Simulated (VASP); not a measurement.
A run of VASP 6.6.1:

Contents of INCAR:

```
PREC     = Accurate       # precision mode
ENCUT    = 520            # plane-wave cutoff, eV
EDIFF    = 1E-6           # SCF threshold, eV
ISMEAR   = 0              # smearing method
SIGMA    = 0.1            # smearing width, eV
LREAL    = F              # projectors in reciprocal space
LASPH    = T              # aspherical terms in the spheres
NELM     = 80             # most SCF steps
ALGO     = Normal         # electronic algorithm
ISIF     = 2              # what is computed and relaxed
LWAVE    = F              # write WAVECAR
LCHARG   = F              # write CHGCAR
GGA      = PS             # functional
NBANDS   = 26             # bands
```

Contents of KPOINTS:

```
Automatic mesh
0
Gamma
  12 12 10
```

The input POSCAR:

```
InAs
1.0
    3.1044475482      3.1044475482      0.0000000000
   -3.1044475482      3.1044475482      0.0000000000
    0.0000000000      0.0000000000      5.9476196845
In As
2 2
Direct
    0.5000000000      0.0000000000      0.2500000000
    0.0000000000      0.5000000000      0.7500000000
    0.0000000000      0.0000000000      0.0000000000
    0.5000000000      0.5000000000      0.5000000000
```

Potentials or basis: VASP PAW PBE potentials, release 64 (In_d, As).

Launch:

```console
$ cat potpaw_PBE.64/In_d/POTCAR potpaw_PBE.64/As/POTCAR > POTCAR
$ mpirun -np 1 vasp_std > vasp.out
```

Hardware: 1 thread of Oxide Virtual Turin-like Processor, with other jobs on the host.

Problem. How long does it take, and how much memory?

Solution. Run time: 10 min on 1 thread of Oxide Virtual Turin-like Processor, with other jobs on the host, peak memory 0.52 GiB. Counts: scf iterations 14, k points 168.
